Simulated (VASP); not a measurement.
# Si (I4_1/amd) in VASP: single point with LDA

Aim: the single point of Si with LDA.

Program: VASP 6.6.1. These are calculated values, not measurements. Logs are shortened: lines on timing, memory, paths and dates and some standing lists are left out, and cuts for length are marked.

## (1) The cell of the first run

Symmetry: I4_1/amd, No. 141, tetragonal system. The conventional cell has a = 3.973 Å, b = 3.973 Å, c = 5.402 Å, α = 90.00°, β = 90.00°, γ = 90.00°. Si (site symmetry -4m2) has 4 Si at 2.40 Å within 3.2 Å.

## (2) Single point, LDA

Contents of INCAR:

```
PREC = Accurate
ENCUT = 520
EDIFF = 1E-6
ISMEAR = 0
SIGMA = 0.05
LREAL = False
LASPH = True
NELM = 100
ALGO = Normal
ISIF = 2
LWAVE = False
LCHARG = False
NBANDS = 11
```

Contents of KPOINTS:

```
Automatic mesh
0
Gamma
  12 12 12
```

Contents of POSCAR:

```
Si
1.0
    0.0000000000      2.8090125298      2.7009735863
    2.8090125298      0.0000000000      2.7009735863
    2.8090125298      2.8090125298      0.0000000000
Si
2
Direct
    0.5000000000      0.5000000000      0.5000000000
    0.7500000000      0.7500000000      0.7500000000
```

Potentials or basis: VASP PAW LDA potentials, release 64 (Si).

Run with:

```bash
$ cat potpaw_LDA.64/Si/POTCAR > POTCAR
$ mpirun -np 1 vasp_std > vasp.out
```

OUTCAR:

```text
PREC = Accurate
   ENCUT = 520
   EDIFF = 1E-6
   ISMEAR = 0
   LREAL = False
   LASPH = True
   NELM = 100
   ISIF = 2

 ion  position               nearest neighbor table
   1  0.500  0.500  0.500-   2 2.40   2 2.40   2 2.40   2 2.40
   2  0.750  0.750  0.750-   1 2.40   1 2.40   1 2.40   1 2.40

  LATTYP: Found a body centered tetragonal cell.
 ALAT       =     3.9725436165
 C/A-ratio  =     1.3598207330

  Lattice vectors:

 A1 = (   0.0000000000,  -2.8090125298,  -2.7009735863)
 A2 = (   0.0000000000,   2.8090125298,  -2.7009735863)
 A3 = (   2.8090125298,   0.0000000000,   2.7009735863)

Analysis of symmetry for initial positions (statically):
=====================================================================
 Subroutine PRICEL returns:
 Original cell was already a primitive cell.

 Routine SETGRP: Setting up the symmetry group for a
 body centered tetragonal supercell.

 Subroutine GETGRP returns: Found 16 space group operations
 (whereof  8 operations were pure point group operations)
 out of a pool of 16 trial point group operations.

The static configuration has the point symmetry D_2d.
 The point group associated with its full space group is D_4h.

Analysis of symmetry for dynamics (positions and initial velocities):
=====================================================================
 Subroutine PRICEL returns:
 Original cell was already a primitive cell.

 Routine SETGRP: Setting up the symmetry group for a
 body centered tetragonal supercell.

 Subroutine GETGRP returns: Found 16 space group operations
 (whereof  8 operations were pure point group operations)
 out of a pool of 16 trial point group operations.

The dynamic configuration has the point symmetry D_2d.
 The point group associated with its full space group is D_4h.

 Subroutine INISYM returns: Found 16 space group operations
 (whereof  8 operations are pure point group operations),
 and found     1 'primitive' translations

----------------------------------------------------------------------------------------

                                     Primitive cell

  volume of cell :      42.6243

  direct lattice vectors                    reciprocal lattice vectors
     0.000000000  2.809012530  2.700973586    -0.177998494  0.177998494  0.185118434
     2.809012530  0.000000000  2.700973586     0.177998494 -0.177998494  0.185118434
     2.809012530  2.809012530  0.000000000     0.177998494  0.177998494 -0.185118434

  length of vectors
     3.896897446  3.896897446  3.972543617     0.312467218  0.312467218  0.312467218

  position of ions in fractional coordinates (direct lattice)
     0.500000000  0.500000000  0.500000000
     0.750000000  0.750000000  0.750000000

  ion indices of the primitive-cell ions
   primitive index   ion index
                 1           1
                 2           2

----------------------------------------------------------------------------------------

 KPOINTS: Automatic mesh

Automatic generation of k-mesh.
 Grid dimensions read from file:
 generate k-points for:   12   12   12

 Generating k-lattice:

  Cartesian coordinates                     Fractional coordinates (reciprocal lattice)
    -0.014833208  0.014833208  0.015426536     0.083333333 -0.000000000  0.000000000
     0.014833208 -0.014833208  0.015426536    -0.000000000  0.083333333  0.000000000
     0.014833208  0.014833208 -0.015426536     0.000000000  0.000000000  0.083333333

  Length of vectors
     0.026038935  0.026038935  0.026038935

  Shift w.r.t. Gamma in fractional coordinates (k-lattice)
     0.000000000  0.000000000  0.000000000

 Subroutine IBZKPT returns following result:
 ===========================================

 Found    163 irreducible k-points:

 Following reciprocal coordinates:
            Coordinates               Weight
  0.000000  0.000000  0.000000      1.000000
  0.083333  0.000000  0.000000      8.000000
  0.166667  0.000000  0.000000      8.000000
  0.250000  0.000000  0.000000      8.000000
  0.333333  0.000000  0.000000      8.000000
  0.416667  0.000000  0.000000      8.000000
[... 16 lines left out ...]
  0.500000  0.166667  0.000000      8.000000
 -0.416667  0.166667  0.000000      8.000000
 [... further k-points ...]
   k-points           NKPTS =    163   k-points in BZ     NKDIM =    163   number of bands    NBANDS=     11
   number of dos      NEDOS =    301   number of ions     NIONS =      2
   total plane-waves  NPLWV =  27000
   dimension x,y,z NGX =    30 NGY =   30 NGZ =   30
   dimension x,y,z NGXF=    60 NGYF=   60 NGZF=   60
   ions per type =               2
   NGX,Y,Z   is equivalent  to a cutoff of  12.80, 12.80, 12.55 a.u.
   NGXF,Y,Z  is equivalent  to a cutoff of  25.60, 25.60, 25.11 a.u.
 SYSTEM =  unknown system
   PREC   = accura    normal or accurate (medium, high low for compatibility)
   ISTART =      0    job   : 0-new  1-cont  2-samecut
   ICHARG =      2    charge: 1-file 2-atom 10-const
   ISPIN  =      1    spin polarized calculation?
   LNONCOLLINEAR =      F non collinear calculations
   LSORBIT =      F    spin-orbit coupling
   LASPH  =      T    aspherical Exc in radial PAW
   ENCUT  =  520.0 eV  38.22 Ry    6.18 a.u.   7.25  7.25  7.39*2*pi/ulx,y,z
   NELM   =    100;   NELMIN=  2; NELMDL= -5     # of ELM steps
   EDIFF  = 0.1E-05   stopping-criterion for ELM
   LREAL  =      F    real-space projection
   EDIFFG = 0.1E-04   stopping-criterion for IOM
   NSW    =      0    number of steps for IOM
   IBRION =     -1    ionic relax: 0-MD 1-quasi-New 2-CG
   NFREE  =      0    steps in history (QN), initial steepest desc. (CG)
   ISIF   =      2    stress and relaxation
   ISYM   =      2    0-nonsym 1-usesym 2-fastsym
   POTIM  = 0.5000    time-step for ionic-motion
   TEBEG  =    0.0;   TEEND  =   0.0 temperature during run
   PSTRESS=    0.0 pullay stress
   NELECT =       8.0000    total number of electrons
   NUPDOWN=      -1.0000    fix difference up-down
   EMIN   =  10.00;   EMAX   =-10.00  energy-range for DOS
   EFERMI =   0.00;   METHOD = LEGACY
   ISMEAR =     0;   SIGMA  =   0.05  broadening in eV -4-tet -1-fermi 0-gaus
   EFERMI_NEDOS =   21; number of points for ismear=-14 and -15
   IALGO  =     38    algorithm
   IMIX   =      4    mixing-type and parameters
     AMIX     =   0.40;   BMIX     =  1.00
     AMIX_MAG =   1.60;   BMIX_MAG =  1.00
  volume/ion in A,a.u.               =      21.31       143.82
  Fermi-wavevector in a.u.,A,eV,Ry     =   0.937315  1.771269 11.953528  0.878560
  Thomas-Fermi vector in A             =   2.064414
   LORBIT       =      0    0 simple, 1 ext, 2 COOP (PROOUT), +10 PAW based schemes
   GGA     = CA    functional components
   LHFCALC =     F    Hartree Fock is set to
   AEXX    =    0.0000 exact exchange contribution
   IVDW    =     0    specifies the selected vdW correction
   LEPSILON=     F    determine dielectric tensor
   LRPA    =     F    only Hartree local field effects (RPA)
 non-spin polarized calculation
 Gauss-broadening in eV      SIGMA  =   0.05
  energy-cutoff  :      520.00
  volume of cell :       42.62
 maximum number of plane-waves:      1178
 NGX is ok and might be reduce to    30
   NGX = 15   NGY = 15   NGZ = 15

 number of electron       8.0000000 magnetization

 Free energy of the ion-electron system (eV)
  ---------------------------------------------------
  ext. energy  EPLUGINS =         0.00000000
  ---------------------------------------------------
  free energy    TOTEN  =       -11.83947084 eV

  energy without entropy =      -11.83946868  energy(sigma->0) =      -11.83946976

 E-fermi :   5.4056     XC(G=0):  -9.3741

 val. band max:        5.3225322236   @ k =   0.0000   0.0000   0.0000
 cond. band min:       5.4973740612   @ k =   0.4167   0.4167   0.0000
 fundamental gap:      0.1748418376
 Fermi energy:         5.4055737457

 k-point     1 :       0.0000    0.0000    0.0000
  band No.  band energies     occupation
      1      -6.3900      2.00000
      2       5.0684      2.00000
      3       5.0684      2.00000
      4       5.3225      1.98116
      5       7.5555      0.00000
      6       7.6448      0.00000
      7       7.7023      0.00000
      8       7.7023      0.00000
      9      12.5085      0.00000
     10      12.5720      0.00000
     11      13.1589      0.00000

 k-point     2 :       0.0833    0.0000    0.0000
  band No.  band energies     occupation
      1      -6.3037      2.00000
      2       4.2643      2.00000
      3       4.9265      2.00000
      4       5.1208      2.00000
      5       7.4897      0.00000
      6       7.8170      0.00000
      7       7.8962      0.00000
      8       8.5165      0.00000
      9      12.2760      0.00000
     10      12.8453      0.00000
     11      12.9535      0.00000

 k-point     3 :       0.1667    0.0000    0.0000
  band No.  band energies     occupation
      1      -6.0477      2.00000
      2       2.7920      2.00000
      3       4.6185      2.00000
      4       4.8404      2.00000
      5       7.1727      0.00000
      6       8.2481      0.00000
      7       8.2828      0.00000
      8       9.9591      0.00000
      9      12.0002      0.00000
     10      12.3997      0.00000
     11      13.7285      0.00000
[... 267 lines left out ...]
 k-point    23 :       0.5000    0.1667    0.0000
  band No.  band energies     occupation
      1      -4.0153      2.00000
      2      -1.2510      2.00000
      3       2.6327      2.00000
      4       3.2998      2.00000
      5       6.8987      0.00000
      6       9.2082      0.00000
      7       9.5461      0.00000
      8      10.9927      0.00000
      9      14.2766      0.00000
     10      15.4876      0.00000
     11      16.5893      0.00000

 k-point    24 :      -0.4167    0.1667    0.0000
  band No.  band energies     occupation
      1      -3.9471      2.00000
      2      -1.3586      2.00000
      3       2.4423      2.00000
      4       3.4636      2.00000
      5       6.9926      0.00000
      6       9.1782      0.00000
      7       9.3542      0.00000
      8      12.4434      0.00000
      9      13.3786      0.00000
     10      13.8095      0.00000
     11      16.0650      0.00000

 [... further k-points ...]

------------------------ aborting loop because EDIFF is reached ----------------------------------------

  FORCE on cell =-STRESS in cart. coord.  units (eV):
  Direction    XX          YY          ZZ          XY          YZ          ZX
  --------------------------------------------------------------------------------------
  -------------------------------------------------------------------------------------
  Total       -2.0131730     -2.0131730     -1.0818296      0.0000000      0.0000000      0.0000000
  in kB      -75.6717868    -75.6717868    -40.6641552      0.0000000      0.0000000      0.0000000
  external PRESSURE =     -64.0025762 kB  Pullay stress =       0.0000000 kB

 VOLUME and BASIS-vectors are now :
 -----------------------------------------------------------------------------
  energy-cutoff  :      520.00
  volume of cell :       42.62
      direct lattice vectors                 reciprocal lattice vectors
     0.000000000  2.809012530  2.700973586    -0.177998494  0.177998494  0.185118434
     2.809012530  0.000000000  2.700973586     0.177998494 -0.177998494  0.185118434
     2.809012530  2.809012530  0.000000000     0.177998494  0.177998494 -0.185118434

 POSITION                                       TOTAL-FORCE (eV/Angst)
 -----------------------------------------------------------------------------------
      2.80901      2.80901      2.70097        -0.000000      0.000000     -0.000000
      4.21352      4.21352      4.05146         0.000000     -0.000000      0.000000
 -----------------------------------------------------------------------------------
    total drift:                                0.000000     -0.000000     -0.000000

  FREE ENERGIE OF THE ION-ELECTRON SYSTEM (eV)
  ---------------------------------------------------
  free  energy   TOTEN  =       -11.8394708351 eV

  energy  without entropy=      -11.8394686784  energy(sigma->0) =      -11.83946976
```

Wall time 83 s (1 thread of Intel Xeon Platinum 8259CL at 2.50GHz (Skylake/Cascade Lake), shared host); peak memory 0.18 GiB.

Results:

```
Free energy            : -11.8395 eV
Pressure               : -6.4 GPa
Band gap on the k mesh : 0.17 eV, indirect (least direct gap 2.13 eV)
```

A k mesh can miss the band edges.
